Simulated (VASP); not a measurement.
# Ca3AsP (Pm-3m) in VASP: notebook

Runs on Ca3AsP. Level: PBE. Tasks: single point.

Everything below comes from runs of VASP 6.6.1. Logs are shortened: lines on timing, memory, paths and dates and some standing lists are left out, and cuts for length are marked.

## Step 1: The cell of the first run

Symmetry: Pm-3m, No. 221, cubic system. The conventional cell has a = 5.334 Å, b = 5.334 Å, c = 5.334 Å, α = 90.00°, β = 90.00°, γ = 90.00°. Ca (site symmetry 4/mmm) has 2 P at 2.67 Å within 3.5 Å. Within 3.5 Å of P (site symmetry m-3m) lie 6 Ca at 2.67 Å. As (site symmetry m-3m) has 12 Ca at 3.77 Å and 8 P at 4.62 Å within 5.0 Å.

## Step 2: Single point, PBE

INCAR

```
SYSTEM = Ca3AsP
  PREC = Accurate
  ENCUT = 520
  EDIFF = 1E-7
  ISMEAR = 0
  SIGMA = 0.01
  LREAL = .FALSE.
  LASPH = .TRUE.
  NELM = 60
  ALGO = Normal
  ISIF = 2
  LWAVE = .FALSE.
  LCHARG = .FALSE.
  GGA = PE
  NBANDS = 28
```

KPOINTS

```
regular mesh
0
G
  2 2 2
  0 0 0
```

POSCAR

```
Ca3AsP
1.0
    5.3338990000      0.0000000000      0.0000000000
    0.0000000000      5.3338990000      0.0000000000
    0.0000000000      0.0000000000      5.3338990000
Ca P As
3 1 1
Direct
    0.0000000000      0.5000000000      0.5000000000
    0.5000000000      0.0000000000      0.5000000000
    0.5000000000      0.5000000000      0.0000000000
    0.5000000000      0.5000000000      0.5000000000
    0.0000000000      0.0000000000      0.0000000000
```

Potentials or basis: VASP PAW PBE potentials, release 64 (Ca_sv, P, As).

The run is started by

```sh
> cat potpaw_PBE.64/Ca_sv/POTCAR potpaw_PBE.64/P/POTCAR potpaw_PBE.64/As/POTCAR > POTCAR
> mpirun -np 1 vasp_std > vasp.out
```

OUTCAR:

```text
SYSTEM = Ca3AsP
   PREC = Accurate
   ENCUT = 520
   EDIFF = 1E-7
   ISMEAR = 0
   LREAL = .FALSE.
   LASPH = .TRUE.
   NELM = 60
   ISIF = 2
   GGA = PE

 ion  position               nearest neighbor table
   1  0.000  0.500  0.500-   4 2.67   4 2.67
   2  0.500  0.000  0.500-   4 2.67   4 2.67
   3  0.500  0.500  0.000-   4 2.67   4 2.67
   4  0.500  0.500  0.500-   1 2.67   2 2.67   3 2.67   3 2.67   2 2.67   1 2.67
   5  0.000  0.000  0.000-

  LATTYP: Found a simple cubic cell.
 ALAT       =     5.3338990000

  Lattice vectors:

 A1 = (   5.3338990000,   0.0000000000,   0.0000000000)
 A2 = (   0.0000000000,   5.3338990000,   0.0000000000)
 A3 = (   0.0000000000,   0.0000000000,   5.3338990000)

Analysis of symmetry for initial positions (statically):
=====================================================================
 Subroutine PRICEL returns:
 Original cell was already a primitive cell.

 Routine SETGRP: Setting up the symmetry group for a
 simple cubic supercell.

 Subroutine GETGRP returns: Found 48 space group operations
 (whereof 48 operations were pure point group operations)
 out of a pool of 48 trial point group operations.

The static configuration has the point symmetry O_h .

Analysis of symmetry for dynamics (positions and initial velocities):
=====================================================================
 Subroutine PRICEL returns:
 Original cell was already a primitive cell.

 Routine SETGRP: Setting up the symmetry group for a
 simple cubic supercell.

 Subroutine GETGRP returns: Found 48 space group operations
 (whereof 48 operations were pure point group operations)
 out of a pool of 48 trial point group operations.

The dynamic configuration has the point symmetry O_h .

 Subroutine INISYM returns: Found 48 space group operations
 (whereof 48 operations are pure point group operations),
 and found     1 'primitive' translations

----------------------------------------------------------------------------------------

                                     Primitive cell

  volume of cell :     151.7520

  direct lattice vectors                    reciprocal lattice vectors
     5.333899000  0.000000000  0.000000000     0.187480115  0.000000000  0.000000000
     0.000000000  5.333899000  0.000000000     0.000000000  0.187480115  0.000000000
     0.000000000  0.000000000  5.333899000     0.000000000  0.000000000  0.187480115
[... 69 lines left out ...]
   EDIFF  = 0.1E-06   stopping-criterion for ELM
   LREAL  =      F    real-space projection
   EDIFFG = 0.1E-05   stopping-criterion for IOM
   NSW    =      0    number of steps for IOM
   IBRION =     -1    ionic relax: 0-MD 1-quasi-New 2-CG
   NFREE  =      0    steps in history (QN), initial steepest desc. (CG)
   ISIF   =      2    stress and relaxation
   ISYM   =      2    0-nonsym 1-usesym 2-fastsym
   POTIM  = 0.5000    time-step for ionic-motion
   TEBEG  =    0.0;   TEEND  =   0.0 temperature during run
   PSTRESS=    0.0 pullay stress
   NELECT =      40.0000    total number of electrons
   NUPDOWN=      -1.0000    fix difference up-down
   EMIN   =  10.00;   EMAX   =-10.00  energy-range for DOS
   EFERMI =   0.00;   METHOD = LEGACY
   ISMEAR =     0;   SIGMA  =   0.01  broadening in eV -4-tet -1-fermi 0-gaus
   EFERMI_NEDOS =   21; number of points for ismear=-14 and -15
   IALGO  =     38    algorithm
   IMIX   =      4    mixing-type and parameters
     AMIX     =   0.40;   BMIX     =  1.00
     AMIX_MAG =   1.60;   BMIX_MAG =  1.00
  volume/ion in A,a.u.               =      30.35       204.81
  Fermi-wavevector in a.u.,A,eV,Ry     =   1.049663  1.983576 14.990806  1.101793
  Thomas-Fermi vector in A             =   2.184635
   LORBIT       =      0    0 simple, 1 ext, 2 COOP (PROOUT), +10 PAW based schemes
   GGA     = PE    functional components
   LHFCALC =     F    Hartree Fock is set to
   AEXX    =    0.0000 exact exchange contribution
   IVDW    =     0    specifies the selected vdW correction
   LEPSILON=     F    determine dielectric tensor
   LRPA    =     F    only Hartree local field effects (RPA)
 non-spin polarized calculation
 Gauss-broadening in eV      SIGMA  =   0.01
  energy-cutoff  :      520.00
  volume of cell :      151.75
 maximum number of plane-waves:      4116
 NGX is ok and might be reduce to    40
   NGX = 19   NGY = 19   NGZ = 19

 number of electron      39.9999982 magnetization

 Free energy of the ion-electron system (eV)
  ---------------------------------------------------
  ext. energy  EPLUGINS =         0.00000000
  ---------------------------------------------------
  free energy    TOTEN  =       -19.56125589 eV

  energy without entropy =      -19.56125589  energy(sigma->0) =      -19.56125589

 E-fermi :   2.8118     XC(G=0):  -8.4267

 val. band max:        2.7585231992   @ k =   0.0000   0.0000   0.0000
 cond. band min:       2.8591052374   @ k =   0.0000   0.0000   0.0000
 fundamental gap:      0.1005820382
 Fermi energy:         2.8118420793

 k-point     1 :       0.0000    0.0000    0.0000
  band No.  band energies     occupation
      1     -38.5765      2.00000
      2     -38.5517      2.00000
      3     -38.5517      2.00000
      4     -19.6789      2.00000
      5     -19.6789      2.00000
      6     -19.6789      2.00000
[... 113 lines left out ...]
     27       5.5753      0.00000
     28       6.6953      0.00000

------------------------ aborting loop because EDIFF is reached ----------------------------------------

  FORCE on cell =-STRESS in cart. coord.  units (eV):
  Direction    XX          YY          ZZ          XY          YZ          ZX
  --------------------------------------------------------------------------------------
  -------------------------------------------------------------------------------------
  Total        0.5991663      0.5991663      0.5991663      0.0000000      0.0000000     -0.0000000
  in kB        6.3259190      6.3259190      6.3259190      0.0000000      0.0000000     -0.0000000
  external PRESSURE =       6.3259190 kB  Pullay stress =       0.0000000 kB

 VOLUME and BASIS-vectors are now :
 -----------------------------------------------------------------------------
  energy-cutoff  :      520.00
  volume of cell :      151.75
      direct lattice vectors                 reciprocal lattice vectors
     5.333899000  0.000000000  0.000000000     0.187480115  0.000000000  0.000000000
     0.000000000  5.333899000  0.000000000     0.000000000  0.187480115  0.000000000
     0.000000000  0.000000000  5.333899000     0.000000000  0.000000000  0.187480115

 POSITION                                       TOTAL-FORCE (eV/Angst)
 -----------------------------------------------------------------------------------
      0.00000      2.66695      2.66695         0.000000      0.000000      0.000000
      2.66695      0.00000      2.66695         0.000000      0.000000      0.000000
      2.66695      2.66695      0.00000         0.000000      0.000000      0.000000
      2.66695      2.66695      2.66695         0.000000      0.000000      0.000000
      0.00000      0.00000      0.00000         0.000000      0.000000      0.000000
 -----------------------------------------------------------------------------------
    total drift:                               -0.000000     -0.000000     -0.000000

  FREE ENERGIE OF THE ION-ELECTRON SYSTEM (eV)
  ---------------------------------------------------
  free  energy   TOTEN  =       -19.5612558934 eV

  energy  without entropy=      -19.5612558934  energy(sigma->0) =      -19.56125589
```

OSZICAR:

```text
N       E                     dE             d eps       ncg     rms          rms(c)
DAV:   1     0.347371740783E+03    0.34737E+03   -0.19079E+04   224   0.130E+03
DAV:   2     0.738949965726E+00   -0.34663E+03   -0.34094E+03   260   0.369E+02
DAV:   3    -0.196488275013E+02   -0.20388E+02   -0.20215E+02   352   0.710E+01
DAV:   4    -0.211991473587E+02   -0.15503E+01   -0.15462E+01   384   0.168E+01
DAV:   5    -0.212394143084E+02   -0.40267E-01   -0.40256E-01   328   0.242E+00    0.796E+00
DAV:   6    -0.197327460115E+02    0.15067E+01   -0.35306E+00   252   0.556E+00    0.491E+00
DAV:   7    -0.195529633605E+02    0.17978E+00   -0.15978E+00   284   0.418E+00    0.214E+00
DAV:   8    -0.195645854724E+02   -0.11622E-01   -0.37085E-01   256   0.233E+00    0.506E-01
DAV:   9    -0.195592050457E+02    0.53804E-02   -0.67326E-02   276   0.846E-01    0.295E-01
DAV:  10    -0.195612408959E+02   -0.20359E-02   -0.98950E-03   368   0.400E-01    0.111E-01
DAV:  11    -0.195612185063E+02    0.22390E-04   -0.14273E-03   276   0.208E-01    0.535E-02
DAV:  12    -0.195612622569E+02   -0.43751E-04   -0.18479E-04   328   0.594E-02    0.142E-02
DAV:  13    -0.195612577858E+02    0.44711E-05   -0.20293E-05   304   0.168E-02    0.109E-02
DAV:  14    -0.195612558259E+02    0.19600E-05   -0.12890E-05   260   0.129E-02    0.349E-03
DAV:  15    -0.195612562869E+02   -0.46100E-06   -0.37481E-06   336   0.588E-03    0.220E-03
DAV:  16    -0.195612559002E+02    0.38671E-06   -0.16399E-07   216   0.273E-03    0.460E-04
DAV:  17    -0.195612558934E+02    0.67353E-08   -0.21388E-08   148   0.864E-04
   1 F= -.19561256E+02 E0= -.19561256E+02  d E =-.141246E-12
```

stdout:

```text
POSCAR found type information on POSCAR CaP As
 POSCAR found :  3 types and       5 ions
 scaLAPACK will be used
 LDA part: xc-table for (Slater+PW92), standard interpolation
 POSCAR, INCAR and KPOINTS ok, starting setup
 FFT: planning ... GRIDC
 FFT: planning ... GRID_SOFT
 FFT: planning ... GRID
 WAVECAR not read
 entering main loop
```

It took 23 s on 1 thread of Intel Xeon Platinum 8259CL at 2.50GHz (Skylake/Cascade Lake), shared host; peak memory 0.24 GiB.

Results:

* Free energy: -19.5613 eV
* Pressure: 0.6 GPa
* Band gap on the k mesh: 0.10 eV, direct

Caveat: the k points lie up to 0.59 Å⁻¹ apart.

## Step 3: Single point, PBE

INCAR

```
SYSTEM = Ca3AsP
PREC = Accurate ; ENCUT = 520
EDIFF = 1E-6 ; ISMEAR = 0
SIGMA = 0.01 ; LREAL = .FALSE.
LASPH = .TRUE. ; NELM = 60
ALGO = Normal ; ISIF = 2
LWAVE = .FALSE. ; LCHARG = .FALSE.
GGA = PE ; NBANDS = 28
```

KPOINTS

```
regular mesh
0
G
  4 4 4
  0 0 0
```

POSCAR is that of step 2.

Potentials or basis: VASP PAW PBE potentials, release 64 (Ca_sv, P, As).

The run is started by

```sh
> cat potpaw_PBE.64/Ca_sv/POTCAR potpaw_PBE.64/P/POTCAR potpaw_PBE.64/As/POTCAR > POTCAR
> mpirun -np 1 vasp_std > vasp.out
```

It took 38 s on 1 thread of Intel Xeon Platinum 8259CL at 2.50GHz (Skylake/Cascade Lake), shared host; peak memory 0.25 GiB.

The run converged. Its results:

```
Free energy            : -20.1535 eV
Pressure               : 0.0 GPa
Band gap on the k mesh : 0.18 eV, direct
```

Levels at points of the mesh, in eV from the valence-band top:
```
           k point  band 16  band 17  band 18  band 19  band 20  band 21  band 22  band 23  band 24  band 25
(0.00, 0.00, 0.00)    -1.72    -1.72     0.00     0.00     0.00     0.18     0.89     0.89     1.09     1.09
(0.50, 0.00, 0.00)    -2.05    -1.69    -1.69    -0.81    -0.81     1.37     1.49     1.78     2.63     2.63
(0.50, 0.50, 0.00)    -3.30    -1.88    -1.13    -1.13    -0.77     1.89     1.89     1.92     2.14     2.84
(0.50, 0.50, 0.50)    -3.19    -3.19    -1.39    -1.39    -1.39     2.18     2.18     2.18     2.46     2.98
```

## Step 4: Single point, PBE

INCAR

```
PREC = Accurate
ENCUT = 520
EDIFF = 1E-6
ISMEAR = 0
SIGMA = 0.01
LREAL = False
LASPH = True
NELM = 60
ALGO = Normal
ISIF = 2
LWAVE = False
LCHARG = False
GGA = PE
NBANDS = 28
```

KPOINTS

```
regular mesh
0
Gamma
  4 4 4
```

POSCAR is that of step 3.

The run is started by

```sh
> cat potpaw_PBE.64/Ca_sv/POTCAR potpaw_PBE.64/P/POTCAR potpaw_PBE.64/As/POTCAR > POTCAR
> mpirun -np 1 vasp_std > vasp.out
```

Wall time 40 s (1 thread of Intel Xeon Platinum 8259CL at 2.50GHz (Skylake/Cascade Lake), shared host); peak memory 0.25 GiB.

The run converged. Its results:

```
Free energy            : -20.1535 eV
Pressure               : 0.0 GPa
Band gap on the k mesh : 0.18 eV, direct
```

Levels at points of the mesh, in eV from the valence-band top:
```
           k point  band 16  band 17  band 18  band 19  band 20  band 21  band 22  band 23  band 24  band 25
(0.00, 0.00, 0.00)    -1.72    -1.72     0.00     0.00     0.00     0.18     0.89     0.89     1.09     1.09
(0.50, 0.00, 0.00)    -2.05    -1.69    -1.69    -0.81    -0.81     1.37     1.49     1.78     2.63     2.63
(0.50, 0.50, 0.00)    -3.30    -1.88    -1.13    -1.13    -0.77     1.89     1.89     1.92     2.14     2.84
(0.50, 0.50, 0.50)    -3.19    -3.19    -1.39    -1.39    -1.39     2.18     2.18     2.18     2.46     2.98
```
